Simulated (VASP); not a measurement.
# PIr2 (Fm-3m) in VASP: single point with LDA

Aim: the single point of PIr2 with LDA.

Program: VASP 6.6.1. These are calculated values, not measurements. Logs are shortened: lines on timing, memory, paths and dates and some standing lists are left out, and cuts for length are marked.

## (1) The cell of the first run

The structure is cubic, space group Fm-3m (No. 225). The conventional cell has a = 5.535 Å, b = 5.535 Å, c = 5.535 Å, α = 90.00°, β = 90.00°, γ = 90.00°. Within 3.2 Å of P (site symmetry m-3m) lie 8 Ir at 2.40 Å. Ir (site symmetry -43m) has 4 P at 2.40 Å and 6 Ir at 2.77 Å within 3.2 Å.

## (2) Single point, LDA

Input file INCAR:

```
ALGO     = Normal         # electronic algorithm
EDIFF    = 1E-6           # SCF threshold, eV
ENCUT    = 500            # plane-wave cutoff, eV
GGA      = CA             # functional
GGA_COMPAT= F            
ISIF     = 2              # what is computed and relaxed
ISMEAR   = 1              # smearing method
LASPH    = T              # aspherical terms in the spheres
LCHARG   = F              # write CHGCAR
LREAL    = F              # projectors in reciprocal space
LWAVE    = F              # write WAVECAR
NBANDS   = 18             # bands
NELM     = 120            # most SCF steps
PREC     = Accurate       # precision mode
SIGMA    = 0.1            # smearing width, eV
```

Input file KPOINTS:

```
k-points
0
Gamma
  8 8 8
```

Input file POSCAR:

```
PIr2
1.0
    0.0000000000      2.7675000000      2.7675000000
    2.7675000000      0.0000000000      2.7675000000
    2.7675000000      2.7675000000      0.0000000000
P Ir
1 2
Direct
    0.0000000000      0.0000000000      0.0000000000
    0.2500000000      0.2500000000      0.2500000000
    0.7500000000      0.7500000000      0.7500000000
```

Potentials or basis: VASP PAW LDA potentials, release 64 (P, Ir).

Started as:

```sh
$ cat potpaw_LDA.64/P/POTCAR potpaw_LDA.64/Ir/POTCAR > POTCAR
$ mpirun -np 1 vasp_std > vasp.out
```

OUTCAR:

```text
EDIFF = 1E-6
   ENCUT = 500
   GGA = CA
   ISIF = 2
   ISMEAR = 1
   LASPH = T
   LREAL = F
   NELM = 120
   PREC = Accurate

 ion  position               nearest neighbor table
   1  0.000  0.000  0.000-   3 2.40   3 2.40   3 2.40   2 2.40   3 2.40   2 2.40   2 2.40   2 2.40

   2  0.250  0.250  0.250-   1 2.40   1 2.40   1 2.40   1 2.40   3 2.77   3 2.77   3 2.77   3 2.77
                             3 2.77   3 2.77
   3  0.750  0.750  0.750-   1 2.40   1 2.40   1 2.40   1 2.40   2 2.77   2 2.77   2 2.77   2 2.77
                             2 2.77   2 2.77

  LATTYP: Found a face centered cubic cell.
 ALAT       =     5.5350000000

  Lattice vectors:

 A1 = (   0.0000000000,   2.7675000000,   2.7675000000)
 A2 = (   2.7675000000,   0.0000000000,   2.7675000000)
 A3 = (   2.7675000000,   2.7675000000,   0.0000000000)

Analysis of symmetry for initial positions (statically):
=====================================================================
 Subroutine PRICEL returns:
 Original cell was already a primitive cell.

 Routine SETGRP: Setting up the symmetry group for a
 face centered cubic supercell.

 Subroutine GETGRP returns: Found 48 space group operations
 (whereof 48 operations were pure point group operations)
 out of a pool of 48 trial point group operations.

The static configuration has the point symmetry O_h .

Analysis of symmetry for dynamics (positions and initial velocities):
=====================================================================
 Subroutine PRICEL returns:
 Original cell was already a primitive cell.

 Routine SETGRP: Setting up the symmetry group for a
 face centered cubic supercell.

 Subroutine GETGRP returns: Found 48 space group operations
 (whereof 48 operations were pure point group operations)
 out of a pool of 48 trial point group operations.

The dynamic configuration has the point symmetry O_h .

 Subroutine INISYM returns: Found 48 space group operations
 (whereof 48 operations are pure point group operations),
 and found     1 'primitive' translations

----------------------------------------------------------------------------------------

                                     Primitive cell

  volume of cell :      42.3929

  direct lattice vectors                    reciprocal lattice vectors
     0.000000000  2.767500000  2.767500000    -0.180668473  0.180668473  0.180668473
     2.767500000  0.000000000  2.767500000     0.180668473 -0.180668473  0.180668473
     2.767500000  2.767500000  0.000000000     0.180668473  0.180668473 -0.180668473

  length of vectors
     3.913836034  3.913836034  3.913836034     0.312926975  0.312926975  0.312926975

  position of ions in fractional coordinates (direct lattice)
     0.000000000  0.000000000  0.000000000
     0.250000000  0.250000000  0.250000000
     0.750000000  0.750000000  0.750000000

  ion indices of the primitive-cell ions
   primitive index   ion index
                 1           1
                 2           2
                 3           3

----------------------------------------------------------------------------------------

 KPOINTS: k-points

Automatic generation of k-mesh.
 Grid dimensions read from file:
 generate k-points for:    8    8    8

 Generating k-lattice:

  Cartesian coordinates                     Fractional coordinates (reciprocal lattice)
    -0.022583559  0.022583559  0.022583559     0.125000000  0.000000000  0.000000000
     0.022583559 -0.022583559  0.022583559     0.000000000  0.125000000  0.000000000
     0.022583559  0.022583559 -0.022583559     0.000000000  0.000000000  0.125000000

  Length of vectors
     0.039115872  0.039115872  0.039115872

  Shift w.r.t. Gamma in fractional coordinates (k-lattice)
     0.000000000  0.000000000  0.000000000

 Subroutine IBZKPT returns following result:
 ===========================================

 Found     29 irreducible k-points:

 Following reciprocal coordinates:
            Coordinates               Weight
  0.000000  0.000000  0.000000      1.000000
  0.125000  0.000000  0.000000      8.000000
  0.250000  0.000000  0.000000      8.000000
  0.375000  0.000000  0.000000      8.000000
  0.500000  0.000000  0.000000      4.000000
  0.125000  0.125000  0.000000      6.000000
[... 16 lines left out ...]
  0.500000  0.250000  0.125000     48.000000
 -0.375000  0.250000  0.125000     24.000000
 [... further k-points ...]
   k-points           NKPTS =     29   k-points in BZ     NKDIM =     29   number of bands    NBANDS=     18
   number of dos      NEDOS =    301   number of ions     NIONS =      3
   total plane-waves  NPLWV =  27000
   dimension x,y,z NGX =    30 NGY =   30 NGZ =   30
   dimension x,y,z NGXF=    60 NGYF=   60 NGZF=   60
   ions per type =               1   2
   NGX,Y,Z   is equivalent  to a cutoff of  12.74, 12.74, 12.74 a.u.
   NGXF,Y,Z  is equivalent  to a cutoff of  25.49, 25.49, 25.49 a.u.
 SYSTEM =  unknown system
   PREC   = accura    normal or accurate (medium, high low for compatibility)
   ISTART =      0    job   : 0-new  1-cont  2-samecut
   ICHARG =      2    charge: 1-file 2-atom 10-const
   ISPIN  =      1    spin polarized calculation?
   LNONCOLLINEAR =      F non collinear calculations
   LSORBIT =      F    spin-orbit coupling
   LASPH  =      T    aspherical Exc in radial PAW
   ENCUT  =  500.0 eV  36.75 Ry    6.06 a.u.   7.14  7.14  7.14*2*pi/ulx,y,z
   NELM   =    120;   NELMIN=  2; NELMDL= -5     # of ELM steps
   EDIFF  = 0.1E-05   stopping-criterion for ELM
   LREAL  =      F    real-space projection
   EDIFFG = 0.1E-04   stopping-criterion for IOM
   NSW    =      0    number of steps for IOM
   IBRION =     -1    ionic relax: 0-MD 1-quasi-New 2-CG
   NFREE  =      0    steps in history (QN), initial steepest desc. (CG)
   ISIF   =      2    stress and relaxation
   ISYM   =      2    0-nonsym 1-usesym 2-fastsym
   POTIM  = 0.5000    time-step for ionic-motion
   TEBEG  =    0.0;   TEEND  =   0.0 temperature during run
   PSTRESS=    0.0 pullay stress
   NELECT =      23.0000    total number of electrons
   NUPDOWN=      -1.0000    fix difference up-down
   EMIN   =  10.00;   EMAX   =-10.00  energy-range for DOS
   EFERMI =   0.00;   METHOD = LEGACY
   ISMEAR =     1;   SIGMA  =   0.10  broadening in eV -4-tet -1-fermi 0-gaus
   EFERMI_NEDOS =   21; number of points for ismear=-14 and -15
   IALGO  =     38    algorithm
   IMIX   =      4    mixing-type and parameters
     AMIX     =   0.40;   BMIX     =  1.00
     AMIX_MAG =   1.60;   BMIX_MAG =  1.00
  volume/ion in A,a.u.               =      14.13        95.36
  Fermi-wavevector in a.u.,A,eV,Ry     =   1.335221  2.523202 24.256672  1.782815
  Thomas-Fermi vector in A             =   2.463942
   LORBIT       =      0    0 simple, 1 ext, 2 COOP (PROOUT), +10 PAW based schemes
   GGA     = CA    functional components
   LHFCALC =     F    Hartree Fock is set to
   AEXX    =    0.0000 exact exchange contribution
   IVDW    =     0    specifies the selected vdW correction
   LEPSILON=     F    determine dielectric tensor
   LRPA    =     F    only Hartree local field effects (RPA)
 non-spin polarized calculation
 Methfessel and Paxton  Order N= 1 SIGMA  =   0.10
  energy-cutoff  :      500.00
  volume of cell :       42.39
 maximum number of plane-waves:      1090
 NGX is ok and might be reduce to    30
   NGX = 15   NGY = 15   NGZ = 15

 number of electron      23.0000001 magnetization

 Free energy of the ion-electron system (eV)
  ---------------------------------------------------
  ext. energy  EPLUGINS =         0.00000000
  ---------------------------------------------------
  free energy    TOTEN  =       -28.02928425 eV

  energy without entropy =      -28.03101713  energy(sigma->0) =      -28.02986188

 E-fermi :   9.8367     XC(G=0): -13.1293

 val. band max:        9.7988486447   @ k =   0.5000   0.5000   0.0000
 cond. band min:       9.8884021290   @ k =   0.1250   0.1250   0.0000
 fundamental gap:      0.0895534843
 Fermi energy:         9.8367149714

 k-point     1 :       0.0000    0.0000    0.0000
  band No.  band energies     occupation
      1      -4.5898      2.00000
      2       2.2716      2.00000
      3       2.2716      2.00000
      4       2.2716      2.00000
      5       3.8841      2.00000
      6       3.8841      2.00000
[... 10 lines left out ...]
     17      14.8931      0.00000
     18      14.8931      0.00000

 k-point     2 :       0.1250    0.0000    0.0000
  band No.  band energies     occupation
      1      -4.3938      2.00000
      2       2.1924      2.00000
      3       2.4040      2.00000
      4       2.4040      2.00000
      5       4.0606      2.00000
      6       4.0606      2.00000
[... 10 lines left out ...]
     17      15.8344      0.00000
     18      15.8344      0.00000

 k-point     3 :       0.2500    0.0000    0.0000
  band No.  band energies     occupation
      1      -3.8769      2.00000
      2       2.0716      2.00000
      3       2.7658      2.00000
      4       2.7658      2.00000
      5       4.5815      2.00000
      6       4.5815      2.00000
[... 10 lines left out ...]
     17      17.1601      0.00000
     18      17.1601      0.00000

 k-point     4 :       0.3750    0.0000    0.0000
  band No.  band energies     occupation
      1      -3.2793      2.00000
      2       2.0633      2.00000
      3       3.2245      2.00000
      4       3.2245      2.00000
      5       5.3959      2.00000
      6       5.3959      2.00000
[... 10 lines left out ...]
     17      17.8856      0.00000
     18      17.8856      0.00000

 k-point     5 :       0.5000    0.0000    0.0000
  band No.  band energies     occupation
      1      -3.0000      2.00000
      2       2.1072      2.00000
      3       3.4664      2.00000
      4       3.4664      2.00000
      5       6.0950      2.00000
      6       6.0950      2.00000
[... 10 lines left out ...]
     17      18.0403      0.00000
     18      18.1131      0.00000

 k-point     6 :       0.1250    0.1250    0.0000
  band No.  band energies     occupation
      1      -4.3308      2.00000
      2       1.9707      2.00000
      3       2.5582      2.00000
      4       2.5582      2.00000
      5       3.9979      2.00000
      6       4.2096      2.00000
[... 10 lines left out ...]
     17      15.9107      0.00000
     18      15.9107      0.00000

 k-point     7 :       0.2500    0.1250    0.0000
  band No.  band energies     occupation
      1      -3.9256      2.00000
      2       1.7925      2.00000
      3       2.8693      2.00000
      4       2.9324      2.00000
      5       4.2885      2.00000
      6       4.6478      2.00000
[... 10 lines left out ...]
     17      16.9226      0.00000
     18      17.0168      0.00000

 k-point     8 :       0.3750    0.1250    0.0000
  band No.  band energies     occupation
      1      -3.3528      2.00000
      2       1.8491      2.00000
      3       3.1677      2.00000
      4       3.3763      2.00000
      5       4.9323      2.00000
      6       5.2785      2.00000
[... 10 lines left out ...]
     17      17.7853      0.00000
     18      17.8455      0.00000
[... 229 lines left out ...]
     17      18.6779      0.00000
     18      19.3029      0.00000

 k-point    20 :      -0.3750    0.3750    0.0000
  band No.  band energies     occupation
      1      -2.6140      2.00000
      2       1.6566      2.00000
      3       3.2024      2.00000
      4       4.2900      2.00000
      5       4.9202      2.00000
      6       5.2785      2.00000
[... 10 lines left out ...]
     17      18.7055      0.00000
     18      18.9688      0.00000

 k-point    21 :       0.5000    0.5000    0.0000
  band No.  band energies     occupation
      1      -2.6079      2.00000
      2       0.8692      2.00000
      3       4.4541      2.00000
      4       4.7518      2.00000
      5       4.7993      2.00000
      6       4.7993      2.00000
[... 10 lines left out ...]
     17      18.4353      0.00000
     18      19.4297      0.00000

 k-point    22 :       0.3750    0.2500    0.1250
  band No.  band energies     occupation
      1      -3.4941      2.00000
      2       1.6580      2.00000
      3       3.2113      2.00000
      4       3.3525      2.00000
      5       4.5806      2.00000
      6       5.1155      2.00000
[... 10 lines left out ...]
     17      16.8019      0.00000
     18      18.9218      0.00000

 k-point    23 :       0.5000    0.2500    0.1250
  band No.  band energies     occupation
      1      -3.0122      2.00000
      2       1.8702      2.00000
      3       3.2665      2.00000
      4       3.6403      2.00000
      5       5.1117      2.00000
      6       5.5605      2.00000
[... 10 lines left out ...]
     17      17.4670      0.00000
     18      19.4637      0.00000

 k-point    24 :      -0.3750    0.2500    0.1250
  band No.  band energies     occupation
      1      -2.7948      2.00000
      2       2.2432      2.00000
      3       2.8435      2.00000
      4       3.8585      2.00000
      5       5.3355      2.00000
      6       5.8201      2.00000
[... 10 lines left out ...]
     17      18.5850      0.00000
     18      19.2137      0.00000

 [... further k-points ...]

------------------------ aborting loop because EDIFF is reached ----------------------------------------

  FORCE on cell =-STRESS in cart. coord.  units (eV):
  Direction    XX          YY          ZZ          XY          YZ          ZX
  --------------------------------------------------------------------------------------
  -------------------------------------------------------------------------------------
  Total       -0.7894811     -0.7894811     -0.7894811     -0.0000000      0.0000000      0.0000000
  in kB      -29.8372940    -29.8372940    -29.8372940     -0.0000000      0.0000000      0.0000000
  external PRESSURE =     -29.8372940 kB  Pullay stress =       0.0000000 kB

 VOLUME and BASIS-vectors are now :
 -----------------------------------------------------------------------------
  energy-cutoff  :      500.00
  volume of cell :       42.39
      direct lattice vectors                 reciprocal lattice vectors
     0.000000000  2.767500000  2.767500000    -0.180668473  0.180668473  0.180668473
     2.767500000  0.000000000  2.767500000     0.180668473 -0.180668473  0.180668473
     2.767500000  2.767500000  0.000000000     0.180668473  0.180668473 -0.180668473

 POSITION                                       TOTAL-FORCE (eV/Angst)
 -----------------------------------------------------------------------------------
      0.00000      0.00000      0.00000         0.000000      0.000000      0.000000
      1.38375      1.38375      1.38375         0.000000      0.000000      0.000000
      4.15125      4.15125      4.15125        -0.000000     -0.000000     -0.000000
 -----------------------------------------------------------------------------------
    total drift:                               -0.000000      0.000000      0.000000

  FREE ENERGIE OF THE ION-ELECTRON SYSTEM (eV)
  ---------------------------------------------------
  free  energy   TOTEN  =       -28.0292842536 eV

  energy  without entropy=      -28.0310171333  energy(sigma->0) =      -28.02986188
```

It took 15 s on 1 thread of Intel Xeon 8259CL, shared host; peak memory 0.16 GiB.

Results:

```
Free energy            : -28.0293 eV
Pressure               : -3.0 GPa
Band gap on the k mesh : zero (an odd number of electrons rules out a gap without spin polarisation)
```

Levels at points of the mesh, in eV from the Fermi level:
```
           k point  band 9  band 10  band 11  band 12  band 13  band 14  band 15  band 16
(0.00, 0.00, 0.00)   -0.52     0.44     1.63     1.63     4.45     4.45     4.45     5.06
(0.50, 0.00, 0.00)   -2.80    -2.61    -2.61    -2.47     3.79     4.44     4.44     8.20
(0.50, 0.50, 0.00)   -2.42    -0.85    -0.85    -0.04     1.48     1.73     5.48     6.55
```

Caveat: spin-orbit coupling is left out, which moves the levels of the heavy elements.

The gap in the log of VASP goes by the Fermi energy; the results here count the filled bands.